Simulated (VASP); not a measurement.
# MnHg (Pm-3m) in VASP: further runs

Runs on MnHg. Level: PBEsol. Tasks: single point.

Everything below comes from runs of VASP 6.6.1. Logs are shortened: lines on timing, memory, paths and dates and some standing lists are left out, and cuts for length are marked.

### 1 The cell of the first run

It takes space group Pm-3m (No. 221, cubic). The conventional cell has a = 3.077 Å, b = 3.077 Å, c = 3.077 Å, α = 90.00°, β = 90.00°, γ = 90.00°. Within 3.5 Å of Mn (site symmetry m-3m) lie 8 Hg at 2.67 Å and 6 Mn at 3.08 Å. Within 3.5 Å of Hg (site symmetry m-3m) lie 8 Mn at 2.67 Å and 6 Hg at 3.08 Å.

### 2 Single point, PBEsol, collinear spin, ferromagnetic start

INCAR

```
ALGO = Normal ; EDIFF = 1E-7
ENCUT = 520 ; GGA = PS
ISIF = 2 ; ISMEAR = 0
ISPIN = 2 ; LASPH = True
LCHARG = True ; LELF = True
LMAXMIX = 4 ; LORBIT = 11
LREAL = False ; LVHAR = True
LWAVE = False ; MAGMOM = 4 0
NBANDS = 24 ; NELM = 150
PREC = Accurate ; SIGMA = 0.1
```

KPOINTS

```
k-points
0
Gamma
  12 12 12
```

POSCAR

```
MnHg
1.0
    3.0773733967      0.0000000000      0.0000000000
    0.0000000000      3.0773733967      0.0000000000
    0.0000000000      0.0000000000      3.0773733967
Mn Hg
1 1
Direct
    0.5000000000      0.5000000000      0.5000000000
    0.0000000000      0.0000000000      0.0000000000
```

Potentials or basis: VASP PAW PBE potentials, release 64 (Mn_pv, Hg).

The run is started by

```sh
cat potpaw_PBE.64/Mn_pv/POTCAR potpaw_PBE.64/Hg/POTCAR > POTCAR
mpirun -np 1 vasp_std > vasp.out
```

OUTCAR:

```text
EDIFF = 1E-7
   ENCUT = 520
   GGA = PS
   ISIF = 2
   ISMEAR = 0
   ISPIN = 2
   LASPH = True
   LORBIT = 11
   LREAL = False
   NELM = 150
   PREC = Accurate

 ion  position               nearest neighbor table
   1  0.500  0.500  0.500-   2 2.67   2 2.67   2 2.67   2 2.67   2 2.67   2 2.67   2 2.67   2 2.67

   2  0.000  0.000  0.000-   1 2.67   1 2.67   1 2.67   1 2.67   1 2.67   1 2.67   1 2.67   1 2.67

  LATTYP: Found a simple cubic cell.
 ALAT       =     3.0773733967

  Lattice vectors:

 A1 = (   3.0773733967,   0.0000000000,   0.0000000000)
 A2 = (   0.0000000000,   3.0773733967,   0.0000000000)
 A3 = (   0.0000000000,   0.0000000000,   3.0773733967)

Analysis of symmetry for initial positions (statically):
=====================================================================
 Subroutine PRICEL returns:
 Original cell was already a primitive cell.

 Routine SETGRP: Setting up the symmetry group for a
 simple cubic supercell.

 Subroutine GETGRP returns: Found 48 space group operations
 (whereof 48 operations were pure point group operations)
 out of a pool of 48 trial point group operations.

The static configuration has the point symmetry O_h .

Analysis of symmetry for dynamics (positions and initial velocities):
=====================================================================
 Subroutine PRICEL returns:
 Original cell was already a primitive cell.

 Routine SETGRP: Setting up the symmetry group for a
 simple cubic supercell.

 Subroutine GETGRP returns: Found 48 space group operations
 (whereof 48 operations were pure point group operations)
 out of a pool of 48 trial point group operations.

The dynamic configuration has the point symmetry O_h .

Analysis of structural, dynamic, and magnetic symmetry:
=====================================================================
 Subroutine PRICEL returns:
 Original cell was already a primitive cell.

 Routine SETGRP: Setting up the symmetry group for a
 simple cubic supercell.

 Subroutine GETGRP returns: Found 48 space group operations
 (whereof 48 operations were pure point group operations)
 out of a pool of 48 trial point group operations.

The overall configuration has the point symmetry O_h .

 Subroutine INISYM returns: Found 48 space group operations
 (whereof 48 operations are pure point group operations),
 and found     1 'primitive' translations

----------------------------------------------------------------------------------------

                                     Primitive cell

  volume of cell :      29.1434

  direct lattice vectors                    reciprocal lattice vectors
     3.077373397  0.000000000  0.000000000     0.324952442  0.000000000  0.000000000
     0.000000000  3.077373397  0.000000000     0.000000000  0.324952442  0.000000000
     0.000000000  0.000000000  3.077373397     0.000000000  0.000000000  0.324952442

  length of vectors
     3.077373397  3.077373397  3.077373397     0.324952442  0.324952442  0.324952442

  position of ions in fractional coordinates (direct lattice)
     0.500000000  0.500000000  0.500000000
     0.000000000  0.000000000  0.000000000

  ion indices of the primitive-cell ions
   primitive index   ion index
                 1           1
                 2           2

----------------------------------------------------------------------------------------

 KPOINTS: k-points

Automatic generation of k-mesh.
 Grid dimensions read from file:
 generate k-points for:   12   12   12

 Generating k-lattice:

  Cartesian coordinates                     Fractional coordinates (reciprocal lattice)
     0.027079370  0.000000000  0.000000000     0.083333333  0.000000000  0.000000000
     0.000000000  0.027079370  0.000000000     0.000000000  0.083333333  0.000000000
     0.000000000  0.000000000  0.027079370     0.000000000  0.000000000  0.083333333

  Length of vectors
     0.027079370  0.027079370  0.027079370

  Shift w.r.t. Gamma in fractional coordinates (k-lattice)
     0.000000000  0.000000000  0.000000000

 Subroutine IBZKPT returns following result:
 ===========================================

 Found     84 irreducible k-points:

 Following reciprocal coordinates:
            Coordinates               Weight
  0.000000  0.000000  0.000000      1.000000
  0.083333  0.000000  0.000000      6.000000
  0.166667  0.000000  0.000000      6.000000
  0.250000  0.000000  0.000000      6.000000
  0.333333  0.000000  0.000000      6.000000
  0.416667  0.000000  0.000000      6.000000
[... 16 lines left out ...]
  0.333333  0.333333  0.000000     12.000000
  0.416667  0.333333  0.000000     24.000000
 [... further k-points ...]
   k-points           NKPTS =     84   k-points in BZ     NKDIM =     84   number of bands    NBANDS=     24
   number of dos      NEDOS =    301   number of ions     NIONS =      2
   total plane-waves  NPLWV =  13824
   dimension x,y,z NGX =    24 NGY =   24 NGZ =   24
   dimension x,y,z NGXF=    48 NGYF=   48 NGZF=   48
   ions per type =               1   1
   NGX,Y,Z   is equivalent  to a cutoff of  12.97, 12.97, 12.97 a.u.
   NGXF,Y,Z  is equivalent  to a cutoff of  25.93, 25.93, 25.93 a.u.
 SYSTEM =  unknown system
   PREC   = accura    normal or accurate (medium, high low for compatibility)
   ISTART =      0    job   : 0-new  1-cont  2-samecut
   ICHARG =      2    charge: 1-file 2-atom 10-const
   ISPIN  =      2    spin polarized calculation?
   LNONCOLLINEAR =      F non collinear calculations
   LSORBIT =      F    spin-orbit coupling
   LASPH  =      T    aspherical Exc in radial PAW
   ENCUT  =  520.0 eV  38.22 Ry    6.18 a.u.   5.72  5.72  5.72*2*pi/ulx,y,z
   NELM   =    150;   NELMIN=  2; NELMDL= -5     # of ELM steps
   EDIFF  = 0.1E-06   stopping-criterion for ELM
   LREAL  =      F    real-space projection
   EDIFFG = 0.1E-05   stopping-criterion for IOM
   NSW    =      0    number of steps for IOM
   IBRION =     -1    ionic relax: 0-MD 1-quasi-New 2-CG
   NFREE  =      0    steps in history (QN), initial steepest desc. (CG)
   ISIF   =      2    stress and relaxation
   ISYM   =      2    0-nonsym 1-usesym 2-fastsym
   POTIM  = 0.5000    time-step for ionic-motion
   TEBEG  =    0.0;   TEEND  =   0.0 temperature during run
   PSTRESS=    0.0 pullay stress
   NELECT =      25.0000    total number of electrons
   NUPDOWN=      -1.0000    fix difference up-down
   EMIN   =  10.00;   EMAX   =-10.00  energy-range for DOS
   EFERMI =   0.00;   METHOD = LEGACY
   ISMEAR =     0;   SIGMA  =   0.10  broadening in eV -4-tet -1-fermi 0-gaus
   EFERMI_NEDOS =   21; number of points for ismear=-14 and -15
   IALGO  =     38    algorithm
   IMIX   =      4    mixing-type and parameters
     AMIX     =   0.40;   BMIX     =  1.00
     AMIX_MAG =   1.60;   BMIX_MAG =  1.00
  volume/ion in A,a.u.               =      14.57        98.33
  Fermi-wavevector in a.u.,A,eV,Ry     =   1.555517  2.939500 32.921089  2.419632
  Thomas-Fermi vector in A             =   2.659446
   LORBIT       =     11    0 simple, 1 ext, 2 COOP (PROOUT), +10 PAW based schemes
   GGA     = PS    functional components
   LHFCALC =     F    Hartree Fock is set to
   AEXX    =    0.0000 exact exchange contribution
   IVDW    =     0    specifies the selected vdW correction
   LEPSILON=     F    determine dielectric tensor
   LRPA    =     F    only Hartree local field effects (RPA)
 spin polarized calculation
 Gauss-broadening in eV      SIGMA  =   0.10
  energy-cutoff  :      520.00
  volume of cell :       29.14
 maximum number of plane-waves:       804
 NGX is ok and might be reduce to    24
   NGX = 11   NGY = 11   NGZ = 11

 number of electron      24.9999993 magnetization       3.2084046

 Free energy of the ion-electron system (eV)
  ---------------------------------------------------
  ext. energy  EPLUGINS =         0.00000000
  ---------------------------------------------------
  free energy    TOTEN  =        -9.26453867 eV

  energy without entropy =       -9.25628635  energy(sigma->0) =       -9.26041251

 E-fermi :   7.3836     XC(G=0): -13.1038

 val. band max:        7.3816888151   @ k =   0.1667   0.1667   0.0000
 cond. band min:       7.3885453532   @ k =   0.4167   0.4167   0.0833
 fundamental gap:      0.0068565381
 Fermi energy:         7.3835512602

 spin component 1

 k-point     1 :       0.0000    0.0000    0.0000
  band No.  band energies     occupation
      1     -41.8383      1.00000
      2     -41.8383      1.00000
      3     -41.8383      1.00000
      4      -3.7422      1.00000
      5      -1.8985      1.00000
      6      -1.8985      1.00000
[... 16 lines left out ...]
     23      25.9044      0.00000
     24      32.7038      0.00000
[... 598 lines left out ...]
      2     -41.8675      1.00000
      3     -41.8330      1.00000
      4      -1.8192      1.00000
      5      -1.6332      1.00000
      6      -0.7071      1.00000
[... 16 lines left out ...]
     23      28.8056      0.00000
     24      29.8984      0.00000

 [... further k-points ...]

 spin component 2

 k-point     1 :       0.0000    0.0000    0.0000
  band No.  band energies     occupation
      1     -38.5100      1.00000
      2     -38.5100      1.00000
      3     -38.5100      1.00000
      4      -3.5279      1.00000
      5      -1.8567      1.00000
      6      -1.8567      1.00000
[... 16 lines left out ...]
     23      26.0068      0.00000
     24      32.8353      0.00000
[... 598 lines left out ...]
      2     -38.5446      1.00000
      3     -38.5035      1.00000
      4      -1.6739      1.00000
      5      -1.5667      1.00000
      6      -0.5723      1.00000
[... 16 lines left out ...]
     23      29.5106      0.00000
     24      30.1184      0.00000

 [... further k-points ...]

------------------------ aborting loop because EDIFF is reached ----------------------------------------

  FORCE on cell =-STRESS in cart. coord.  units (eV):
  Direction    XX          YY          ZZ          XY          YZ          ZX
  --------------------------------------------------------------------------------------
  -------------------------------------------------------------------------------------
  Total        4.0637778      4.0637778      4.0637778     -0.0000000      0.0000000     -0.0000000
  in kB      223.4086318    223.4086318    223.4086318     -0.0000000      0.0000000     -0.0000000
  external PRESSURE =     223.4086318 kB  Pullay stress =       0.0000000 kB

 VOLUME and BASIS-vectors are now :
 -----------------------------------------------------------------------------
  energy-cutoff  :      520.00
  volume of cell :       29.14
      direct lattice vectors                 reciprocal lattice vectors
     3.077373397  0.000000000  0.000000000     0.324952442  0.000000000  0.000000000
     0.000000000  3.077373397  0.000000000     0.000000000  0.324952442  0.000000000
     0.000000000  0.000000000  3.077373397     0.000000000  0.000000000  0.324952442

 POSITION                                       TOTAL-FORCE (eV/Angst)
 -----------------------------------------------------------------------------------
      1.53869      1.53869      1.53869         0.000000      0.000000      0.000000
      0.00000      0.00000      0.00000         0.000000      0.000000      0.000000
 -----------------------------------------------------------------------------------
    total drift:                                0.000000      0.000000     -0.000000

  FREE ENERGIE OF THE ION-ELECTRON SYSTEM (eV)
  ---------------------------------------------------
  free  energy   TOTEN  =        -9.2645386747 eV

  energy  without entropy=       -9.2562863549  energy(sigma->0) =       -9.26041251

 total charge

# of ion       s       p       d       tot
------------------------------------------
    1        0.283   6.256   5.141  11.680
    2        0.851   0.702   9.278  10.831
--------------------------------------------------
tot          1.134   6.958  14.419  22.510

 magnetization (x)

# of ion       s       p       d       tot
------------------------------------------
    1        0.013   0.005   3.163   3.181
    2       -0.047  -0.060   0.055  -0.053
--------------------------------------------------
tot         -0.034  -0.054   3.217   3.129
```

It took 93 s on 1 thread of Intel Xeon 8259CL, shared host; peak memory 0.22 GiB.

What came out:

| Quantity | Value |
| --- | --- |
| Free energy | -9.2645 eV |
| Pressure | 22.3 GPa |
| Net moment | 3.21 μB per cell |
| Site moments | Mn +3.18; Hg -0.05 μB |
| Valence electrons inside the program's atomic spheres | Mn 11.68; Hg 10.83 |

Levels at points of the mesh, in eV from the Fermi level:
Spin up:
| k point | band 11 | band 12 | band 13 | band 14 | band 15 | band 16 | band 17 | band 18 |
| --- | --- | --- | --- | --- | --- | --- | --- | --- |
| (0.00, 0.00, 0.00) | -2.31 | -1.19 | -1.19 | -1.19 | 5.94 | 5.94 | 5.94 | 12.32 |
| (0.50, 0.00, 0.00) | -3.03 | -2.35 | -2.35 | -1.58 | -0.52 | 12.36 | 12.36 | 13.31 |
| (0.50, 0.50, 0.00) | -1.92 | -1.92 | -1.16 | -1.16 | -1.01 | 2.35 | 5.04 | 13.19 |
| (0.50, 0.50, 0.50) | -3.89 | -0.98 | -0.98 | 1.83 | 5.46 | 5.46 | 5.46 | 6.52 |
Spin down:
```tsv
k point	band 8	band 9	band 10	band 11	band 12	band 13	band 14	band 15
(0.00, 0.00, 0.00)	-7.33	-7.33	0.15	0.15	1.81	1.81	1.81	6.32
(0.50, 0.00, 0.00)	-7.15	-5.25	-4.80	-0.60	0.30	0.30	1.45	2.34
(0.50, 0.50, 0.00)	-6.46	-3.43	-1.68	-1.68	0.51	1.68	1.68	2.08
(0.50, 0.50, 0.50)	-6.42	-2.18	-2.18	-2.18	1.77	2.13	2.13	6.93
```

Caveat: the cell stands under pressure; the PAW data sets were made with another functional, which shifts forces and pressure a little; spin-orbit coupling is left out, which moves the levels of the heavy elements.

### 3 Single point, PBEsol, collinear spin, ferromagnetic start

This run uses another cell than the first one, of 15.66 Å³/atom.

INCAR

```
SYSTEM = MnHg
ALGO = Normal ; EDIFF = 1E-6
ENCUT = 520 ; GGA = PS
ISIF = 2 ; ISMEAR = 0
ISPIN = 2 ; LASPH = .TRUE.
LCHARG = .TRUE. ; LELF = .TRUE.
LMAXMIX = 4 ; LORBIT = 11
LREAL = .FALSE. ; LVHAR = .TRUE.
LWAVE = .FALSE. ; MAGMOM = 4 0
NBANDS = 24 ; NELM = 150
PREC = Accurate ; SIGMA = 0.1
```

KPOINTS

```
k-points
0
G
  12 12 12
  0 0 0
```

POSCAR

```
MnHg
1.0
    3.1524607144      0.0000000000      0.0000000000
    0.0000000000      3.1524607144      0.0000000000
    0.0000000000      0.0000000000      3.1524607144
Mn Hg
1 1
Direct
    0.5000000000      0.5000000000      0.5000000000
    0.0000000000      0.0000000000      0.0000000000
```

Potentials or basis: VASP PAW PBE potentials, release 64 (Mn_pv, Hg).

The run is started by

```sh
cat potpaw_PBE.64/Mn_pv/POTCAR potpaw_PBE.64/Hg/POTCAR > POTCAR
mpirun -np 1 vasp_std > vasp.out
```

Run time: 1.9 min. Hardware: 1 thread of Intel Xeon 8259CL, shared host; peak memory 0.22 GiB.

The run converged. Its results:

```
Free energy                                           : -9.4812 eV
Pressure                                              : 10.2 GPa
Net moment                                            : 3.47 μB per cell
Site moments                                          : Mn +3.42; Hg -0.06 μB
Valence electrons inside the program's atomic spheres : Mn 11.57; Hg 10.73
```

Levels at points of the mesh, in eV from the Fermi level:
Spin up:
```tsv
k point	band 11	band 12	band 13	band 14	band 15	band 16	band 17	band 18
(0.00, 0.00, 0.00)	-2.52	-1.48	-1.48	-1.48	5.54	5.54	5.54	10.99
(0.50, 0.00, 0.00)	-3.11	-2.48	-2.48	-1.81	-0.89	11.52	11.52	12.39
(0.50, 0.50, 0.00)	-1.88	-1.88	-1.47	-1.47	-1.36	1.73	4.26	12.71
(0.50, 0.50, 0.50)	-3.82	-1.33	-1.33	1.30	4.96	4.96	4.96	5.83
```
Spin down:
```csv
k point,band 8,band 9,band 10,band 11,band 12,band 13,band 14,band 15
"(0.00, 0.00, 0.00)",-7.24,-7.24,0.22,0.22,1.70,1.70,1.70,5.93
"(0.50, 0.00, 0.00)",-7.08,-4.99,-4.89,-0.38,0.36,0.36,1.41,2.25
"(0.50, 0.50, 0.00)",-6.48,-3.47,-1.61,-1.61,0.52,1.55,1.55,2.03
"(0.50, 0.50, 0.50)",-6.44,-1.97,-1.97,-1.97,1.23,2.08,2.08,6.47
```

Caveat: the cell stands under pressure; the PAW data sets were made with another functional, which shifts forces and pressure a little; spin-orbit coupling is left out, which moves the levels of the heavy elements.

(Part 1 of 2 ends here.)
